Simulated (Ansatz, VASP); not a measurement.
**YBPd3 in VASP and in Ansatz**

File INCAR:

```
SYSTEM = YBPd3
ALGO     = Normal         ! electronic algorithm
EDIFF    = 1E-6           ! SCF threshold, eV
ENCUT    = 520            ! plane-wave cutoff, eV
ISIF     = 2              ! what is computed and relaxed
ISMEAR   = -1             ! smearing method
LASPH    = .TRUE.         ! aspherical terms in the spheres
LCHARG   = .FALSE.        ! write CHGCAR
LREAL    = .FALSE.        ! projectors in reciprocal space
LWAVE    = .FALSE.        ! write WAVECAR
NBANDS   = 30             ! bands
NELM     = 60             ! most SCF steps
PREC     = Accurate       ! precision mode
SIGMA    = 0.15           ! smearing width, eV
```

KPOINTS

```
k-points
0
G
  6 6 6
  0 0 0
```

Contents of POSCAR:

```
YBPd3
1.0
    4.3250360000      0.0000000000      0.0000000000
    0.0000000000      4.3250360000      0.0000000000
    0.0000000000      0.0000000000      4.3250360000
Y B Pd
1 1 3
Direct
    0.0000000000      0.0000000000      0.0000000000
    0.5000000000      0.5000000000      0.5000000000
    0.0000000000      0.5000000000      0.5000000000
    0.5000000000      0.5000000000      0.0000000000
    0.5000000000      0.0000000000      0.5000000000
```

Input for Ansatz:

```yaml
crystal:
  lattice:
    - [4.325036, 0.0, 0.0]
    - [0.0, 4.325036, 0.0]
    - [0.0, 0.0, 4.325036]
  atoms:
    - { symbol: "Y", position: [0.0, 0.0, 0.0] }
    - { symbol: B, position: [0.5, 0.5, 0.5] }
    - { symbol: Pd, position: [0.0, 0.5, 0.5] }
    - { symbol: Pd, position: [0.5, 0.5, 0.0] }
    - { symbol: Pd, position: [0.5, 0.0, 0.5] }
basis:
  ecutwfc: 500.0
kpoints:
  mp_grid:
    grid: [6, 6, 6]
hamiltonian:
  xc: lda
scf:
  convergence:
    dr2_threshold: 1.0e-10
  occupations:
    method: fermi_dirac
    width: 0.15
output:
  stress: true
```

Alike in both runs: task single point; functional LDA; k mesh 6 × 6 × 6; occupations fermi-dirac, width 0.15 eV; no spin polarisation.

```csv
,VASP,Ansatz
version,VASP 6.6.1,Ansatz 0.2.0
potentials or method,"VASP PAW LDA potentials, release 64 (Y_sv, B, Pd), cutoff 520 eV","plane waves, PAW"
valence electrons in the cell,44,68
```

Ansatz gave:

* pressure (GPa): -10.6

Task: Estimate VASP's values.

Result: Pressure (GPa): -10.3.

LDA's correlation is that of Perdew and Zunger in VASP and of Perdew and Wang (1992) in Ansatz. VASP's potentials hold 44 valence electrons a cell and Ansatz's 68, so a difference there can come from the potentials and not from the codes.
